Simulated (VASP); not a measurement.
# H6C2O in VASP: single point with PBEsol

Aim: the single point of H6C2O with PBEsol.

All numbers are computed with VASP 6.6.1; they aren't measurements. Logs are shortened: lines on timing, memory, paths and dates and some standing lists are left out, and cuts for length are marked.

### 1 The cell of the first run

The cell holds a disordered packing, 36 atoms: a = 6.771 Å, b = 6.771 Å, c = 6.771 Å, α = 90.00°, β = 90.00°, γ = 90.00°.

### 2 Single point, PBEsol

The input, INCAR:

```
SYSTEM = H6C2O
PREC = Accurate
ENCUT = 1000
EDIFF = 1E-6
ISMEAR = -1
SIGMA = 0.02
LREAL = Auto
LASPH = .TRUE.
NELM = 120
ALGO = Normal
ISIF = 2
LWAVE = .FALSE.
LCHARG = .FALSE.
GGA = PS
NBANDS = 64
GGA_COMPAT = .FALSE.
```

The input, KPOINTS:

```
regular mesh
0
G
  1 1 1
  0 0 0
```

The input, POSCAR:

```
H6C2O
1.0
    6.7708090000      0.0000000000      0.0000000000
    0.0000000000      6.7708090000      0.0000000000
    0.0000000000      0.0000000000      6.7708090000
C O H
8 4 24
Direct
    0.4278976438      0.5117111519      0.7370088346
    0.4802195590      0.7103805833      0.8208234880
    0.6885069516      0.3121864396      0.2795158213
    0.5093328330      0.1826951732      0.2837703930
    0.0958796841      0.1334849747      0.7204209971
   -0.0052410194      0.2685441771      0.8657658173
    0.0573016858      0.8619824270      0.2312036671
    0.0710054719      0.6666160133      0.3392756030
    0.6512319931      0.6922357113      0.9419123835
    0.5157645644      0.0496902066      0.1190642534
   -0.1270251365      0.4052762384      0.7612244620
   -0.0182405985      0.6921137242      0.5243912390
    0.6667017609      0.8178269554      1.0130468563
    0.5064178485      0.8193969865      0.7017388353
    0.3536446694      0.7650719687      0.9099953458
    0.2916274696      0.5253513982      0.6494366747
    0.5483134745      0.4543757150      0.6438729742
    0.4039202513      0.4029591598      0.8561518686
    0.3884431466     -0.0191903264      0.1166044269
    0.5022195148      0.0985539492      0.4238207872
    0.3738639926      0.2743777961      0.2744512767
    0.6883994564      0.4132559490      0.4067886492
    0.8245673240      0.2239823014      0.2892964001
    0.6906788135      0.4027109676      0.1448569260
   -0.1855564946      0.5042362494      0.8524794418
   -0.0970255062      0.1804362943      0.9680181256
    0.1052675323      0.3505232322      0.9550509192
    0.2088335223      0.0439847709      0.7967741394
   -0.0078191650      0.0305333019      0.6488731589
    0.1736472498      0.2195587783      0.6064471718
   -0.0426105152      0.5640455417      0.5939463055
   -0.0033802257      0.5499629898      0.2517796814
    0.2291749406      0.6220455215      0.3531672732
    0.1095971882      0.8493106792      0.0775173509
   -0.0979182195      0.9111788447      0.2272446085
    0.1406975386      0.9770605550      0.3111041438
```

Potentials or basis: VASP PAW PBE potentials, release 64 (C_h, O_h, H_h).

The run is started by

```
> cat potpaw_PBE.64/C_h/POTCAR potpaw_PBE.64/O_h/POTCAR potpaw_PBE.64/H_h/POTCAR > POTCAR
> mpirun -np 1 vasp_gam > vasp.out
```

OUTCAR:

```text
SYSTEM = H6C2O
   PREC = Accurate
   ENCUT = 1000
   EDIFF = 1E-6
   ISMEAR = -1
   LREAL = Auto
   LASPH = .TRUE.
   NELM = 120
   ISIF = 2
   GGA = PS

 ion  position               nearest neighbor table
   1  0.428  0.512  0.737-  16 1.10  17 1.10  18 1.10   2 1.50
   2  0.480  0.710  0.821-  14 1.11  15 1.11   9 1.42   1 1.50
   3  0.689  0.312  0.280-  24 1.10  23 1.10  22 1.10   4 1.50
   4  0.509  0.183  0.284-  20 1.11  21 1.11  10 1.43   3 1.50
   5  0.096  0.133  0.720-  30 1.10  29 1.10  28 1.10   6 1.51
   6  0.995  0.269  0.866-  26 1.11  27 1.11  11 1.43   5 1.51
   7  0.057  0.862  0.231-  34 1.10  35 1.10  36 1.10   8 1.51
   8  0.071  0.667  0.339-  32 1.11  33 1.12  12 1.40   7 1.51
   9  0.651  0.692  0.942-  13 0.98   2 1.42
  10  0.516  0.050  0.119-  19 0.98   4 1.43
  11  0.873  0.405  0.761-  25 0.99   6 1.43
  12  0.982  0.692  0.524-  31 1.00   8 1.40
  13  0.667  0.818  0.013-   9 0.98
  14  0.506  0.819  0.702-   2 1.11
  15  0.354  0.765  0.910-   2 1.11
  16  0.292  0.525  0.649-   1 1.10
  17  0.548  0.454  0.644-   1 1.10
  18  0.404  0.403  0.856-   1 1.10
[... 16 lines left out ...]
  35  0.902  0.911  0.227-   7 1.10
  36  0.141  0.977  0.311-   7 1.10

  LATTYP: Found a simple cubic cell.
 ALAT       =     6.7708090000

  Lattice vectors:

 A1 = (   6.7708090000,   0.0000000000,   0.0000000000)
 A2 = (   0.0000000000,   6.7708090000,   0.0000000000)
 A3 = (   0.0000000000,   0.0000000000,   6.7708090000)

Analysis of symmetry for initial positions (statically):
=====================================================================
 Subroutine PRICEL returns:
 Original cell was already a primitive cell.

 Routine SETGRP: Setting up the symmetry group for a
 simple cubic supercell.

 Subroutine GETGRP returns: Found  1 space group operations
 (whereof  1 operations were pure point group operations)
 out of a pool of 48 trial point group operations.

The static configuration has the point symmetry C_1 .

Analysis of symmetry for dynamics (positions and initial velocities):
=====================================================================
 Subroutine PRICEL returns:
 Original cell was already a primitive cell.

 Routine SETGRP: Setting up the symmetry group for a
 simple cubic supercell.

 Subroutine GETGRP returns: Found  1 space group operations
 (whereof  1 operations were pure point group operations)
 out of a pool of 48 trial point group operations.

The dynamic configuration has the point symmetry C_1 .

 Subroutine INISYM returns: Found  1 space group operations
 (whereof  1 operations are pure point group operations),
 and found     1 'primitive' translations

----------------------------------------------------------------------------------------

                                     Primitive cell

  volume of cell :     310.4000

  direct lattice vectors                    reciprocal lattice vectors
     6.770809000  0.000000000  0.000000000     0.147692838  0.000000000  0.000000000
     0.000000000  6.770809000  0.000000000     0.000000000  0.147692838  0.000000000
     0.000000000  0.000000000  6.770809000     0.000000000  0.000000000  0.147692838

  length of vectors
     6.770809000  6.770809000  6.770809000     0.147692838  0.147692838  0.147692838

  position of ions in fractional coordinates (direct lattice)
     0.427897644  0.511711152  0.737008835
     0.480219559  0.710380583  0.820823488
     0.688506952  0.312186440  0.279515821
     0.509332833  0.182695173  0.283770393
     0.095879684  0.133484975  0.720420997
     0.994758981  0.268544177  0.865765817
[... 28 lines left out ...]
     0.902081780  0.911178845  0.227244609
     0.140697539  0.977060555  0.311104144

  ion indices of the primitive-cell ions
   primitive index   ion index
                 1           1
                 2           2
                 3           3
                 4           4
                 5           5
                 6           6
[... 28 lines left out ...]
                35          35
                36          36

----------------------------------------------------------------------------------------

 KPOINTS: regular mesh

Automatic generation of k-mesh.
 Grid dimensions read from file:
 generate k-points for:    1    1    1

 Generating k-lattice:

  Cartesian coordinates                     Fractional coordinates (reciprocal lattice)
     0.147692838  0.000000000  0.000000000     1.000000000  0.000000000  0.000000000
     0.000000000  0.147692838  0.000000000     0.000000000  1.000000000  0.000000000
     0.000000000  0.000000000  0.147692838     0.000000000  0.000000000  1.000000000

  Length of vectors
     0.147692838  0.147692838  0.147692838

  Shift w.r.t. Gamma in fractional coordinates (k-lattice)
     0.000000000  0.000000000  0.000000000

 Subroutine IBZKPT returns following result:
 ===========================================

 Found      1 irreducible k-points:

 Following reciprocal coordinates:
            Coordinates               Weight
  0.000000  0.000000  0.000000      1.000000
   k-points           NKPTS =      1   k-points in BZ     NKDIM =      1   number of bands    NBANDS=     64
   number of dos      NEDOS =    301   number of ions     NIONS =     36
   total plane-waves  NPLWV = 343000
   dimension x,y,z NGX =    70 NGY =   70 NGZ =   70
   dimension x,y,z NGXF=   140 NGYF=  140 NGZF=  140
   ions per type =               8   4  24
   NGX,Y,Z   is equivalent  to a cutoff of  17.19, 17.19, 17.19 a.u.
   NGXF,Y,Z  is equivalent  to a cutoff of  34.37, 34.37, 34.37 a.u.
 SYSTEM =  H6C2O
   PREC   = accura    normal or accurate (medium, high low for compatibility)
   ISTART =      0    job   : 0-new  1-cont  2-samecut
   ICHARG =      2    charge: 1-file 2-atom 10-const
   ISPIN  =      1    spin polarized calculation?
   LNONCOLLINEAR =      F non collinear calculations
   LSORBIT =      F    spin-orbit coupling
   LASPH  =      T    aspherical Exc in radial PAW
   ENCUT  = 1000.0 eV  73.50 Ry    8.57 a.u.  17.46 17.46 17.46*2*pi/ulx,y,z
   NELM   =    120;   NELMIN=  2; NELMDL= -5     # of ELM steps
   EDIFF  = 0.1E-05   stopping-criterion for ELM
   LREAL  =      T    real-space projection
   EDIFFG = 0.1E-04   stopping-criterion for IOM
   NSW    =      0    number of steps for IOM
[... 5 lines left out ...]
   TEBEG  =    0.0;   TEEND  =   0.0 temperature during run
   PSTRESS=    0.0 pullay stress
   NELECT =      80.0000    total number of electrons
   NUPDOWN=      -1.0000    fix difference up-down
   EMIN   =  10.00;   EMAX   =-10.00  energy-range for DOS
   EFERMI =   0.00;   METHOD = LEGACY
   ISMEAR =    -1;   SIGMA  =   0.02  broadening in eV -4-tet -1-fermi 0-gaus
   EFERMI_NEDOS =   21; number of points for ismear=-14 and -15
   IALGO  =     38    algorithm
   IMIX   =      4    mixing-type and parameters
     AMIX     =   0.40;   BMIX     =  1.00
     AMIX_MAG =   1.60;   BMIX_MAG =  1.00
  volume/ion in A,a.u.               =       8.62        58.19
  Fermi-wavevector in a.u.,A,eV,Ry     =   1.041832  1.968777 14.767946  1.085413
  Thomas-Fermi vector in A             =   2.176470
   LORBIT       =      0    0 simple, 1 ext, 2 COOP (PROOUT), +10 PAW based schemes
   GGA     = PS    functional components
   LHFCALC =     F    Hartree Fock is set to
   AEXX    =    0.0000 exact exchange contribution
   IVDW    =     0    specifies the selected vdW correction
   LEPSILON=     F    determine dielectric tensor
   LRPA    =     F    only Hartree local field effects (RPA)
 non-spin polarized calculation
  energy-cutoff  :     1000.00
  volume of cell :      310.40
 maximum number of plane-waves:     11072
 NGX is ok and might be reduce to    70
   NGX = 35   NGY = 35   NGZ = 35

 number of electron      80.0000001 magnetization

 Free energy of the ion-electron system (eV)
  ---------------------------------------------------
  ext. energy  EPLUGINS =         0.00000000
  ---------------------------------------------------
  free energy    TOTEN  =      -189.38885928 eV

  energy without entropy =     -189.38885928  energy(sigma->0) =     -189.38885928

 E-fermi :  -1.1615     XC(G=0):  -7.5634

 val. band max:       -1.7326670039   @ k =   0.0000   0.0000   0.0000
 cond. band min:       3.2316735691   @ k =   0.0000   0.0000   0.0000
 fundamental gap:      4.9643405730
 Fermi energy:        -1.1614542714

 k-point     1 :       0.0000    0.0000    0.0000
  band No.  band energies     occupation
      1     -21.7510      2.00000
      2     -21.5200      2.00000
      3     -21.2494      2.00000
      4     -20.7171      2.00000
      5     -14.5715      2.00000
      6     -14.4643      2.00000
[... 44 lines left out ...]
     51       6.5100      0.00000
     52       6.8517      0.00000
 [bands above 52 left out]

------------------------ aborting loop because EDIFF is reached ----------------------------------------

  FORCE on cell =-STRESS in cart. coord.  units (eV):
  Direction    XX          YY          ZZ          XY          YZ          ZX
  --------------------------------------------------------------------------------------
  -------------------------------------------------------------------------------------
  Total        1.2044597      0.3706309      1.8886072      0.8180914     -0.0245980     -0.3009090
  in kB        6.2170041      1.9130684      9.7483372      4.2227046     -0.1269665     -1.5531882
  external PRESSURE =       5.9594699 kB  Pullay stress =       0.0000000 kB

 VOLUME and BASIS-vectors are now :
 -----------------------------------------------------------------------------
  energy-cutoff  :     1000.00
  volume of cell :      310.40
      direct lattice vectors                 reciprocal lattice vectors
     6.770809000  0.000000000  0.000000000     0.147692838  0.000000000  0.000000000
     0.000000000  6.770809000  0.000000000     0.000000000  0.147692838  0.000000000
     0.000000000  0.000000000  6.770809000     0.000000000  0.000000000  0.147692838

 POSITION                                       TOTAL-FORCE (eV/Angst)
 -----------------------------------------------------------------------------------
      2.89721      3.46470      4.99015         0.033804     -0.034393     -0.017648
      3.25147      4.80985      5.55764        -0.080040     -0.026103     -0.021888
      4.66175      2.11375      1.89255         0.019619      0.058528      0.036803
      3.44860      1.23699      1.92136        -0.009621     -0.044625      0.023744
      0.64918      0.90380      4.87783         0.011101      0.004713      0.033290
      6.73532      1.81826      5.86193        -0.035689      0.074482     -0.100365
[... 28 lines left out ...]
      6.10782      6.16942      1.53863         0.023541     -0.023952     -0.004679
      0.95264      6.61549      2.10643        -0.015525     -0.023485     -0.031296
 -----------------------------------------------------------------------------------
    total drift:                               -0.000319      0.001843      0.001845

  FREE ENERGIE OF THE ION-ELECTRON SYSTEM (eV)
  ---------------------------------------------------
  free  energy   TOTEN  =      -189.3888592756 eV

  energy  without entropy=     -189.3888592756  energy(sigma->0) =     -189.38885928
```

It took 53 s on 1 thread of AMD EPYC 9R45 (Zen 5), shared host; peak memory 0.63 GiB.

Results:

| Property | Result |
| --- | --- |
| Free energy | -189.3889 eV |
| Pressure | 0.6 GPa |
| Largest force | 0.233 eV/Å |
| Band gap on the k mesh | 4.96 eV |

Forces in eV/Å, atoms in the order of the input:
```
C    0.034 -0.034 -0.018
C   -0.080 -0.026 -0.022
C    0.020  0.059  0.037
C   -0.010 -0.045  0.024
C    0.011  0.005  0.033
C   -0.036  0.074 -0.100
C   -0.019 -0.009  0.025
C   -0.003  0.059 -0.036
O    0.005  0.013  0.042
O   -0.185 -0.110 -0.019
O    0.184 -0.105  0.097
O   -0.003 -0.017  0.025
H   -0.003  0.044  0.051
H    0.019 -0.006 -0.022
H    0.046 -0.003 -0.011
H    0.055 -0.014  0.007
H   -0.084  0.034  0.048
H   -0.024  0.047 -0.037
H    0.182  0.080 -0.021
H   -0.001 -0.039  0.034
H   -0.056  0.021 -0.001
H    0.003 -0.016  0.006
H    0.047 -0.032  0.003
H    0.011  0.011 -0.046
H   -0.069 -0.008 -0.040
H    0.001  0.012  0.027
H   -0.023 -0.022 -0.023
H   -0.059  0.012 -0.034
H    0.006  0.046  0.021
H   -0.002  0.005 -0.008
H   -0.004  0.029  0.026
H    0.000 -0.015 -0.005
H    0.012  0.000 -0.012
H    0.020 -0.001 -0.016
H    0.024 -0.024 -0.005
H   -0.016 -0.023 -0.031
```

Stress tensor (GPa, compression positive):
```
 0.62  0.42 -0.16
 0.42  0.19 -0.01
-0.16 -0.01  0.97
```

Caveat: the k points lie up to 0.93 Å⁻¹ apart; the PAW data sets were made with another functional, which shifts forces and pressure a little.
